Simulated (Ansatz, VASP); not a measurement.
## InSb: VASP beside Ansatz

INCAR

```
SYSTEM = InSb
PREC = Accurate ; ENCUT = 520
EDIFF = 1E-7 ; ISMEAR = 0
SIGMA = 0.1 ; LREAL = .False.
LASPH = .True. ; NELM = 80
ALGO = Normal ; ISIF = 2
LWAVE = .False. ; LCHARG = .True.
GGA = PE ; LELF = .True.
LVHAR = .True. ; NBANDS = 16
```

KPOINTS

```
Automatic mesh
0
Gamma
  6 6 6
  0 0 0
```

File POSCAR:

```
InSb
1.0
    0.0000000000      3.3166107078      3.3166107078
    3.3166107078      0.0000000000      3.3166107078
    3.3166107078      3.3166107078      0.0000000000
In Sb
1 1
Direct
    0.0000000000      0.0000000000      0.0000000000
    0.2500000000      0.2500000000      0.2500000000
```

Input for Ansatz:

```yaml
crystal:
  lattice:
    - [0.0, 3.3166107078, 3.3166107078]
    - [3.3166107078, 0.0, 3.3166107078]
    - [3.3166107078, 3.3166107078, 0.0]
  atoms:
    - { symbol: In, position: [0.0, 0.0, 0.0] }
    - { symbol: Sb, position: [0.25, 0.25, 0.25] }
basis:
  ecutwfc: 420
kpoints:
  mp_grid: { grid: [6, 6, 6] }
hamiltonian:
  xc: pbe
scf:
  occupations: { method: gaussian, width: 0.1 }
output:
  forces: true
  stress: true
  eigenvalues: true
```

Alike in both runs: task single point; functional PBE; k mesh 6 × 6 × 6; occupations gaussian, width 0.1 eV; no spin polarisation.

|  | VASP | Ansatz |
| --- | --- | --- |
| version | VASP 6.6.1 | Ansatz 0.2.0 |
| potentials or method | VASP PAW PBE potentials, release 64 (In_d, Sb), cutoff 520 eV | scalar-relativistic, plane waves, PAW |
| valence electrons in the cell | 18 | 28 |

```tsv
	VASP	Ansatz	Ansatz less VASP
gap on the k mesh at the Fermi level (eV)	none	none	-
pressure (GPa)	0.1	0.1	+0.02
```

A gap of «none» marks a metal or a gap that the smearing closes. VASP's potentials hold 18 valence electrons a cell and Ansatz's 28, so a difference there can come from the potentials and not from the codes.

Spin-orbit coupling is off throughout.
